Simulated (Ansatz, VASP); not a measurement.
# One calculation of Zn, two programs

```xyz
2
Lattice="2.5492 0.0000 0.0000 -1.2746 2.2076 0.0000 0.0000 0.0000 4.8662" Properties=species:S:1:pos:R:3 pbc="T T T"
Zn    0.0000    1.4718    1.2166
Zn    1.2746    0.7359    3.6497
```

Alike in both runs: functional LDA; k mesh 15 × 15 × 8; occupations fermi-dirac, width 0.15 eV; no spin polarisation.

Ansatz relaxed the structure, and its values are those at the end. VASP's run is a single point on that final structure, the one shown.

```csv
,VASP,Ansatz
version,VASP 6.6.1,Ansatz 0.2.0
potentials or method,"VASP PAW LDA potentials, release 64 (Zn), cutoff 520 eV","scalar-relativistic, plane waves, PAW"
valence electrons in the cell,24,24
```

|  | VASP | Ansatz | Ansatz less VASP |
| --- | --- | --- | --- |
| gap on the k mesh at the Fermi level (eV) | none | none | - |
| pressure (GPa) | 1.1 | 0.0 | -1.06 |

Ansatz warns that its potentials were made for another functional, while VASP's fit it. LDA's correlation is that of Perdew and Zunger in VASP and of Perdew and Wang (1992) in Ansatz. A gap of «none» marks a metal or a gap that the smearing closes.
